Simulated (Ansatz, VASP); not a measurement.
## Two plane-wave programs on Hg

```
Hg
1.0
     5.42510    0.00000    0.00000
    -2.71255    4.69827    0.00000
     0.00000    0.00000    3.14218
Hg
2
Direct
  0.33333 0.66667 0.50000
  0.66667 0.33333 0.50000
```

Alike in both runs: functional PBE; k mesh 12 × 12 × 18; occupations gaussian, width 0.1 eV; no spin polarisation.

Ansatz relaxed the structure, and its values are those at the end. VASP's run is a single point on that final structure, the one shown.

```csv
,VASP,Ansatz
version,VASP 6.6.1,Ansatz 0.2.0
potentials or method,"VASP PAW PBE potentials, release 64 (Hg), cutoff 520 eV","scalar-relativistic, plane waves, PAW"
valence electrons in the cell,24,40
```

VASP gave:

```
gap on the k mesh at the Fermi level (eV) : none
pressure (GPa)                            : 0.1
```

Question: Which values does Ansatz return?

Answer: gap on the k mesh at the Fermi level (eV): none; pressure (GPa): 0.0.

A gap of «none» marks a metal or a gap that the smearing closes. VASP's potentials hold 24 valence electrons a cell and Ansatz's 40, so a difference there can come from the potentials and not from the codes.

Spin-orbit coupling is off throughout.
